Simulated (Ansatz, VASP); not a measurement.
**MnSb: VASP beside Ansatz**

File INCAR:

```
PREC = Accurate
ENCUT = 520
EDIFF = 1E-7
ISMEAR = -1
SIGMA = 0.1
LREAL = F
LASPH = T
NELM = 60
ALGO = Normal
ISIF = 2
LWAVE = F
LCHARG = F
GGA = PS
NBANDS = 26
```

The input KPOINTS:

```
regular mesh
0
Gamma
  9 9 6
```

Contents of POSCAR:

```
MnSb
1.0
    4.0067809461      0.0000000000      0.0000000000
   -2.0033904731      3.4699740867      0.0000000000
    0.0000000000      0.0000000000      5.5805286430
Mn Sb
2 2
Direct
    0.0000000000      0.0000000000      0.0000000000
    0.0000000000      0.0000000000      0.5000000000
    0.3333333333      0.6666666667      0.2500000000
    0.6666666667      0.3333333333      0.7500000000
```

Input for Ansatz:

```yaml
crystal:
  lattice:
    - [4.0067809461, 0.0, 0.0]
    - [-2.0033904731, 3.4699740867, 0.0]
    - [0.0, 0.0, 5.580528643]
  atoms:
    - { symbol: Mn, position: [0.0, 0.0, 0.0] }
    - { symbol: Mn, position: [0.0, 0.0, 0.5] }
    - { symbol: Sb, position: [0.3333333333, 0.6666666667, 0.25] }
    - { symbol: Sb, position: [0.6666666667, 0.3333333333, 0.75] }
kpoints:
  mp_grid: { grid: [9, 9, 6] }
scf:
  occupations: { method: fermi_dirac, width: 0.1 }
  lower_state_search: "off"
hamiltonian:
  xc: pbesol
  pseudopotentials: { kind: paw }
output:
  forces: true
  stress: true
  eigenvalues: true
  write_density: true
  write_potential: true
  elf: true
  volumetric_format: npy
```

Change from the starting cell: volume scaled by 0.9, no spin polarisation, PAW files.

Alike in both runs: task single point; functional PBEsol; k mesh 9 × 9 × 6; occupations fermi-dirac, width 0.1 eV; no spin polarisation.

|  | VASP | Ansatz |
| --- | --- | --- |
| version | VASP 6.6.1 | Ansatz 0.2.0 |
| potentials or method | VASP PAW PBE potentials, release 64 (Mn_pv, Sb) | PAW with Ansatz's default frozen-core files, scalar-relativistic |
| plane-wave cutoff (eV) | 520 | 420 |
| valence electrons in the cell | 36 | 60 |

|  | VASP | Ansatz | Ansatz less VASP |
| --- | --- | --- | --- |
| pressure (GPa) | -14.0 | -14.0 | -0.06 |
| traceless stress, the component that is largest in VASP (GPa) | -5.39 | -5.53 | -0.137 |

VASP's potentials were made for PBE, not for PBEsol. VASP's potentials hold 36 valence electrons a cell and Ansatz's 60, so a difference there can come from the potentials and not from the codes.

Spin-orbit coupling is off throughout.
